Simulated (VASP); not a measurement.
CuAu3, 4 atoms in the cell. It takes space group Pm-3m (No. 221, cubic). Conventional cell: a = 4.006 Å, b = 4.006 Å, c = 4.006 Å, α = 90.00°, β = 90.00°, γ = 90.00°. Cu (site symmetry m-3m) has 12 Au at 2.83 Å within 3.7 Å. Au (site symmetry 4/mmm) has 4 Cu at 2.83 Å and 8 Au at 2.83 Å within 3.7 Å. 

- Program: VASP 6.6.1
- Task: electric field gradients
- Functional: LDA
- Potentials or basis: VASP PAW LDA potentials, release 64 (Cu, Au)
- Cutoff: 520 eV
- k mesh: 9 × 9 × 9
- Occupations: fermi-dirac, width 0.05 eV
- Spin: no spin polarisation
- Dipole correction: no
- Further INCAR settings: ALGO = Normal; EDIFF = 1e-08; NBANDS = 30

Potentials or basis: VASP PAW LDA potentials, release 64 (Cu, Au).

Command:

```console
$ cat potpaw_LDA.64/Cu/POTCAR potpaw_LDA.64/Au/POTCAR > POTCAR
$ mpirun -np 1 vasp_std > vasp.out
```

Hardware: 1 thread of AMD EPYC 9R45 96-Core Processor (Zen 5), on a shared host.

**Question.** Estimate the wall time of this run.

**Answer.** Run time: 39 s on 1 thread of AMD EPYC 9R45 96-Core Processor (Zen 5) (shared host), peak memory 0.16 GiB. Counts: scf iterations 15, k points 35.
